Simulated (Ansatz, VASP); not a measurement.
# Bi in VASP and in Ansatz

Contents of INCAR:

```
ALGO = Normal
EDIFF = 1E-7
EDIFFG = -0.005
ENCUT = 600
GGA = PE
IBRION = 2
ISIF = 3
ISMEAR = -1
LASPH = T
LCHARG = F
LREAL = F
LWAVE = F
NELM = 80
NSW = 60
PREC = Accurate
SIGMA = 0.05
```

KPOINTS

```
k-points
0
Gamma
  14 14 8
```

Contents of POSCAR:

```
Bi
1.0
    3.5730967501      0.0000000000      0.0000000000
   -1.7865483750      3.0943925557      0.0000000000
    0.0000000000      0.0000000000      5.7884167351
Bi
2
Direct
    0.3333333333      0.6666666667      0.2500000000
    0.6666666667      0.3333333333      0.7500000000
```

Input for Ansatz:

```yaml
crystal:
  lattice:
    - [3.5730967501, 0.0, 0.0]
    - [-1.786548375, 3.0943925557, 0.0]
    - [0.0, 0.0, 5.7884167351]
  atoms:
    - { symbol: Bi, position: [0.3333333333, 0.6666666667, 0.25] }
    - { symbol: Bi, position: [0.6666666667, 0.3333333333, 0.75] }
kpoints:
  mp_grid: { grid: [14, 14, 8] }
scf:
  occupations: { method: fermi_dirac, width: 0.05 }
hamiltonian:
  xc: pbe
  pseudopotentials: { kind: paw }
output:
  forces: true
  stress: true
relax:
  f_tol: 0.005
  max_steps: 40
  cell: {}
```

Alike in both runs: task relaxation of cell and atoms; functional PBE; k mesh 14 × 14 × 8; occupations fermi-dirac, width 0.05 eV; no spin polarisation.

|  | VASP | Ansatz |
| --- | --- | --- |
| version | VASP 6.6.1 | Ansatz 0.2.0 |
| potentials or method | VASP PAW PBE potentials, release 64 (Bi_d) | PAW with Ansatz's default frozen-core files, scalar-relativistic |
| plane-wave cutoff (eV) | 600 | 420 |
| valence electrons in the cell | 30 | 30 |

VASP gave:

```
relaxed volume (Å³/atom)                                     : 31.69
relaxed cell length with the largest relative difference (Å) : 5.837
```

Estimate Ansatz's values.

relaxed volume (Å³/atom): 31.70; relaxed cell length with the largest relative difference (Å): 5.838.

Neither program's run includes spin-orbit coupling.
